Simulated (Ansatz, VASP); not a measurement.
**PbF2 in VASP and in Ansatz**

```xyz
3
Lattice="0.0000 3.0255 3.0255 2.9699 0.0557 2.9699 2.9699 2.9699 0.0557" Properties=species:S:1:pos:R:3 pbc="T T T"
Pb    0.0000    0.0000    0.0000
F     1.4849    1.5128    1.5128
F     4.4548    4.5383    4.5383
```

Change from the starting cell: strain +0.0375 x Voigt [0, 0, 0, 1, 0, 0], atoms carried along.

Alike in both runs: task single point; functional LDA; k mesh 8 × 8 × 8; occupations gaussian, width 0.05 eV; no spin polarisation.

|  | VASP | Ansatz |
| --- | --- | --- |
| version | VASP 6.6.1 | Ansatz 0.2.0 |
| potentials or method | VASP PAW LDA potentials, release 64 (Pb_d, F), cutoff 520 eV | scalar-relativistic, plane waves, PAW |
| valence electrons in the cell | 28 | 28 |

|  | VASP | Ansatz | Ansatz less VASP |
| --- | --- | --- | --- |
| gap on the k mesh at the Fermi level (eV) | 4.20 | 4.24 | +0.037 |
| least direct gap on the mesh (eV) | 4.37 | 4.41 | +0.041 |
| pressure (GPa) | -4.8 | -4.8 | +0.01 |
| traceless stress, the component that is largest in VASP (GPa) | -1.06 | -1.03 | +0.031 |
| rms of the force components (eV/Å) | 0.034 | 0.032 | -0.0018 |

LDA's correlation is that of Perdew and Zunger in VASP and of Perdew and Wang (1992) in Ansatz. Atom by atom the forces differ by 0.002 eV/Å (rms over components).

Neither program's run includes spin-orbit coupling.
